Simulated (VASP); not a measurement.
Here is a VASP 6.6.1 calculation.

File POSCAR:

```
C
1.0
    0.0296687357      1.8097928780      1.8097928780
    1.8097928780      0.0296687357      1.8097928780
    1.8097928780      1.8097928780      0.0296687357
C
2
Direct
   -0.0000102659     -0.0000102659     -0.0000102659
    0.2500102659      0.2500102659      0.2500102659
```

File INCAR.step1:

```
SYSTEM = C
PREC = Accurate ; ENCUT = 910
ISMEAR = 0 ; SIGMA = 0.01
LREAL = .FALSE. ; LASPH = .TRUE.
NELM = 120 ; NBANDS = 11
GGA = PE ; ALGO = Normal
EDIFF = 1E-5 ; LWAVE = .TRUE.
LCHARG = .FALSE. ; GGA_COMPAT = .FALSE.
```

Contents of INCAR.step2:

```
SYSTEM = C
PREC = Accurate ; ENCUT = 910
EDIFF = 1E-6 ; ISMEAR = 0
SIGMA = 0.01 ; LREAL = .FALSE.
LASPH = .TRUE. ; NELM = 120
ALGO = Normal ; ISIF = 2
LWAVE = .FALSE. ; LCHARG = .FALSE.
METAGGA = R2SCAN ; LMIXTAU = .TRUE.
NBANDS = 11 ; ISTART = 1
GGA_COMPAT = .FALSE.
```

Contents of KPOINTS:

```
Automatic mesh
0
G
  12 12 12
  0 0 0
```

Potentials or basis: VASP PAW PBE potentials, release 64 (C_h).

Run with:

```sh
$ cat potpaw_PBE.64/C_h/POTCAR > POTCAR
$ cp INCAR.step1 INCAR
$ mpirun -np 1 vasp_std > vasp.out
$ cp INCAR.step2 INCAR
$ mpirun -np 1 vasp_std > vasp.out
```

Predict the pressure.

-11.1 GPa.

Predict the largest force.

0.007 eV/Å.

What does it give for the band gap on the k mesh?

4.31 eV, indirect (least direct gap 5.27 eV).

Stress tensor (GPa, compression positive):
```
-11.10  -8.98  -8.98
 -8.98 -11.10  -8.98
 -8.98  -8.98 -11.10
```

Caveat: the cell differs from its parent crystal (strain along [111] +2.5%); the cutoff is under 1.25 times the usual one of these potentials, so pressure, stress and relaxed cells hold a basis-set (Pulay) error; the PAW data sets were made with another functional, which shifts forces and pressure a little. A k mesh can miss the band edges.
